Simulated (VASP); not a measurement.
Runs of VASP 6.6.1 on MoW2. The structure is that of space group P-3m1 (No. 164), or close to it. The cells are those of the table. 

```tsv
task	spin	cell	k mesh	cutoff (eV)	gap on the mesh (eV)	pressure (GPa)	largest force (eV/Å)
single point	off	a = 4.503, b = 4.503, c = 2.735 Å, angles 90.0, 90.0, 120.0°, 3 atoms	6 × 6 × 6	520	none	0.6	-
single point	off	a = 4.491, b = 4.491, c = 2.751 Å, angles 90.0, 90.0, 120.0°, 3 atoms	12 × 12 × 16	520	none	0.5	-
relaxation of cell and atoms	off	relaxed from a = 4.630, b = 4.630, c = 2.835 Å, angles 90.0, 90.0, 120.0°, 3 atoms	6 × 6 × 6	600	none	0.0	0.03
single point	collinear	a = 4.503, b = 4.503, c = 2.735 Å, angles 90.0, 90.0, 120.0°, 3 atoms	6 × 6 × 6	520	none	0.6	-
single point	off	a = 4.630, b = 4.630, c = 2.835 Å, angles 90.0, 90.0, 120.0°, 3 atoms	6 × 6 × 6	520	none	(a)	0.03
```

Alike in all rows: level PBE; potentials or basis VASP PAW PBE potentials, release 64 (Mo_sv, W_sv); smearing gaussian 0.1 eV.

Q: Estimate the missing entries.

A: (a) -21.4.

Caveats: some runs use coarse meshes; spin-orbit coupling is left out, which moves the levels of the heavy elements.

A k mesh can miss the band edges, and the runs leave out spin-orbit coupling on Mo, W.

A gap of «none» marks levels without a gap at the run's occupations.
